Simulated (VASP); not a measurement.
# CdTe: single point with HSE06

Crystal: CdTe.

```
Cd Te
1.0
     0.00000    3.27994    3.27994
     3.27994    0.00000    3.27994
     3.27994    3.27994    0.00000
Cd Te
1 1
Direct
  0.00000 0.00000 0.00000
  0.25000 0.25000 0.25000
```

* Program: VASP 6.6.1
* Task: single point
* Functional: HSE06
* Potentials or basis: VASP PAW PBE potentials, release 64 (Cd, Te)
* Cutoff: 520 eV
* k mesh: 4 × 4 × 4
* Occupations: gaussian, width 0.01 eV
* Spin: no spin polarisation

```json
{
  "Pressure": "0.2 GPa",
  "Band gap on the k mesh": "1.44 eV"
}
```

Levels at points of the mesh, in eV from the valence-band top:
```tsv
k point	band 7	band 8	band 9	band 10	band 11	band 12
(0.00, 0.00, 0.00)	0.00	0.00	0.00	1.44	5.49	5.49
(0.50, 0.00, 0.00)	-4.52	-0.77	-0.77	2.58	6.06	6.06
(0.50, 0.50, 0.00)	-4.41	-1.87	-1.87	3.35	3.47	9.77
```

Wall time 15 min on 1 thread of AMD EPYC 7R13 Processor (Zen 3), with other jobs on the host, peak memory 0.29 GiB.

Caveat: the PAW data sets were made with another functional, which shifts forces and pressure a little; spin-orbit coupling is left out, which moves the levels of the heavy elements.
